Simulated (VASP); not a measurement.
GaN, 2 atoms in the cell. Symmetry: F-43m, No. 216, cubic system. The conventional cell has a = 4.477 Å, b = 4.477 Å, c = 4.477 Å, α = 90.00°, β = 90.00°, γ = 90.00°. Ga (site symmetry -43m) has 4 N at 1.94 Å within 2.6 Å. Within 2.6 Å of N (site symmetry -43m) lie 4 Ga at 1.94 Å. 

```yaml
Program: VASP 6.6.1
Task: single point
Functional: BLYP
Potentials_or_basis: VASP PAW PBE potentials, release 64 (Ga_d, N)
Cutoff: 520 eV
k_mesh: 10 × 10 × 10
Occupations: fermi-dirac, width 0.05 eV
Spin: no spin polarisation
Dipole_correction: no
Further_INCAR_settings: ALGO = Normal; EDIFF = 1e-06; NBANDS = 16
```

Potentials or basis: VASP PAW PBE potentials, release 64 (Ga_d, N).

The run is started by

```bash
$ cat potpaw_PBE.64/Ga_d/POTCAR potpaw_PBE.64/N/POTCAR > POTCAR
$ mpirun -np 1 vasp_std > vasp.out
```

Hardware: 1 thread of Intel Xeon 8259CL (shared host).

How long does it take, and how much memory?

Wall time 42 s on 1 thread of Intel Xeon 8259CL, on a shared host, peak memory 0.14 GiB. Counts: scf iterations 13, k points 47.
